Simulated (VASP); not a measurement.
Wanted: the native input for a VASP 6.6.1 run.

```
Task                   : single point
Functional             : PBEsol
Dispersion             : D4
Potentials or basis    : VASP PAW PBE potentials, release 64 (Te, Mo_sv)
Cutoff                 : 520 eV
k mesh                 : 4 × 8 × 2
Occupations            : fermi-dirac, width 0.05 eV
Spin                   : no spin polarisation
Dipole correction      : no
Further INCAR settings : ALGO = Normal; EDIFF = 1e-06; NBANDS = 64
```

The structure of Te2Mo lies in POSCAR:

```
Te2Mo
1.0
    6.2991014601      0.0000000000      0.0143560577
    0.0000000000      3.4398252959      0.0000000000
   -0.9108129174      0.0000000000     13.0439527228
Te Mo
8 4
Direct
    0.9456528035      0.7500000000      0.6073905612
    0.0543471965      0.2500000000      0.3926094388
    0.9051810263      0.2500000000      0.8430856325
    0.0948189737      0.7500000000      0.1569143675
    0.4131559257      0.7500000000      0.8930573105
    0.5868440743      0.2500000000      0.1069426895
    0.4418149357      0.2500000000      0.6563117021
    0.5581850643      0.7500000000      0.3436882979
    0.8175008383      0.7500000000      0.9921946881
    0.1824991617      0.2500000000      0.0078053119
    0.6805720806      0.2500000000      0.4937715736
    0.3194279194      0.7500000000      0.5062284264
```

One way to write it, as run:

INCAR

```
ALGO = Normal
EDIFF = 1E-6
ENCUT = 520
GGA = PS
ISIF = 2
ISMEAR = -1
IVDW = 13
LASPH = True
LCHARG = False
LREAL = False
LWAVE = False
NBANDS = 64
NELM = 60
PREC = Accurate
SIGMA = 0.05
```

KPOINTS

```
k-points
0
Gamma
  4 8 2
```

Potentials or basis: VASP PAW PBE potentials, release 64 (Te, Mo_sv).

Run with:

```sh
$ cat potpaw_PBE.64/Te/POTCAR potpaw_PBE.64/Mo_sv/POTCAR > POTCAR
$ mpirun -np 1 vasp_std > vasp.out
```

Results of the run:

```json
{
  "Pressure": "0.1 GPa",
  "Largest force": "0.028 eV/Å",
  "Band gap on the k mesh": "zero (bands 52 and 53 overlap by 0.53 eV)",
  "Dispersion energy per atom": "-0.340 eV"
}
```

Caveat: the PAW data sets were made with another functional, which shifts forces and pressure a little; spin-orbit coupling is left out, which moves the levels of the heavy elements.

Wall time 7.4 min on 1 thread of Intel(R) Xeon(R) 6975P-C (Granite Rapids), with other jobs on the host, peak memory 0.58 GiB.
